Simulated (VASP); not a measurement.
Write the native input for VASP 6.6.1 that does the following.

```yaml
Task: single point
Functional: PBEsol
Potentials_or_basis: VASP PAW PBE potentials, release 64 (Ta_pv, Ru_pv)
Cutoff: 500 eV
k_mesh: 9 × 9 × 9
Occupations: fermi-dirac, width 0.1 eV
Spin: no spin polarisation
Dipole_correction: no
Further_INCAR_settings: ALGO = Normal; EDIFF = 1e-06; NBANDS = 20
```

The structure of TaRu lies in POSCAR:

```
TaRu
1.0
    3.1870000000      0.0000000000      0.0000000000
    0.0000000000      3.1870000000      0.0000000000
    0.0000000000      0.0000000000      3.1870000000
Ta Ru
1 1
Direct
    0.5000000000      0.5000000000      0.5000000000
    0.0000000000      0.0000000000      0.0000000000
```

These files were run (other wordings do the same):

INCAR

```
SYSTEM = TaRu
PREC = Accurate
ENCUT = 500
EDIFF = 1E-6
ISMEAR = -1
SIGMA = 0.1
LREAL = .False.
LASPH = .True.
NELM = 120
ALGO = Normal
ISIF = 2
LWAVE = .False.
LCHARG = .True.
GGA = PS
LELF = .True.
LVHAR = .True.
NBANDS = 20
GGA_COMPAT = .False.
```

KPOINTS

```
Automatic mesh
0
Gamma
  9 9 9
  0 0 0
```

Potentials or basis: VASP PAW PBE potentials, release 64 (Ta_pv, Ru_pv).

Launch:

```sh
$ cat potpaw_PBE.64/Ta_pv/POTCAR potpaw_PBE.64/Ru_pv/POTCAR > POTCAR
$ mpirun -np 1 vasp_std > vasp.out
```

It gave:

| Property | Result |
| --- | --- |
| Pressure | -10.6 GPa |

Caveat: the PAW data sets were made with another functional, which shifts forces and pressure a little.

Wall time 21 s on 1 thread of Intel Xeon 8259CL (shared host), peak memory 0.15 GiB.
